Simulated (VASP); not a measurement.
Crystal: BiBTe3.

```
CELL_PARAMETERS angstrom
4.31552 0.00000 0.00000
0.00000 4.31552 0.00000
0.00000 0.00000 9.37355
ATOMIC_POSITIONS crystal
B 0.50000 0.50000 0.50000
Bi 0.00000 0.00000 0.50000
Te 0.00000 0.00000 0.71395
Te 0.00000 0.00000 0.28605
Te 0.00000 0.00000 0.00000
```

| Item | Value |
| --- | --- |
| Program | VASP 6.6.1 |
| Task | relaxation of cell and atoms |
| Functional | PBE |
| Potentials or basis | VASP PAW PBE potentials, release 64 (B, Bi_d, Te) |
| Cutoff | 600 eV |
| k mesh | 4 × 4 × 2 |
| Occupations | gaussian, width 0.1 eV |
| Spin | no spin polarisation |

At the start: pressure 42.2 GPa; volume 34.91 Å³/atom.

Question: Where does the relaxation end?

Answer: Over 56 steps the energy falls by 3841.1 meV/atom and the volume is 29.79 Å³/atom (-14.7 %); space group P4/mmm (No. 123, to 0.05 Å).

The path:
```tsv
step	energy change (eV)	largest force (eV/Å)	pressure (GPa)	volume (Å³)
1	0.0000	30.8795	42.22	174.57
3	-13.4409	0.1558	-5.55	365.00
5	-14.6107	0.5701	-3.34	327.58
7	-14.4909	1.7672	-1.31	304.18
9	-14.4591	1.4561	-1.91	319.70
11	-15.8795	0.6645	-3.87	288.96
13	-16.8869	0.6813	-4.71	261.89
15	-17.7502	0.0816	-3.99	234.06
17	-18.1050	0.5441	-0.31	207.01
19	-18.1884	1.0343	-0.10	206.15
21	-18.2680	0.8293	-0.28	206.04
23	-18.4590	0.3705	-2.73	204.34
25	-18.5449	0.0974	-1.53	199.70
27	-18.7008	0.6594	1.16	167.78
29	-18.9178	0.0764	1.90	149.67
31	-18.8827	0.4933	2.90	148.49
33	-18.9504	0.3318	3.66	142.07
35	-18.9944	0.1275	4.10	138.92
37	-19.0441	0.0607	3.75	138.61
39	-19.1534	0.1370	0.47	148.25
41	-19.1559	0.1820	0.17	150.85
43	-19.1568	0.1938	-0.07	151.16
45	-19.1685	0.2647	-0.04	150.48
47	-19.1567	0.2462	0.55	147.65
49	-19.1862	0.3224	0.15	149.11
51	-19.1961	0.1682	0.15	148.69
53	-19.1967	0.1170	0.18	148.55
55	-19.2047	0.0128	-0.02	149.07
56	-19.2053	0.0112	0.02	148.97
```

Final structure:
```
CELL_PARAMETERS angstrom
3.44371 0.00000 0.00000
0.00000 3.44371 0.00000
0.00000 0.00000 12.56146
ATOMIC_POSITIONS crystal
B 0.50000 0.50000 0.50000
Bi 0.00000 0.00000 0.50000
Te 0.00000 0.00000 0.75678
Te 0.00000 0.00000 0.24322
Te 0.00000 0.00000 0.00000
```

Caveat: the k points lie up to 0.46 Å⁻¹ apart in the final cell.
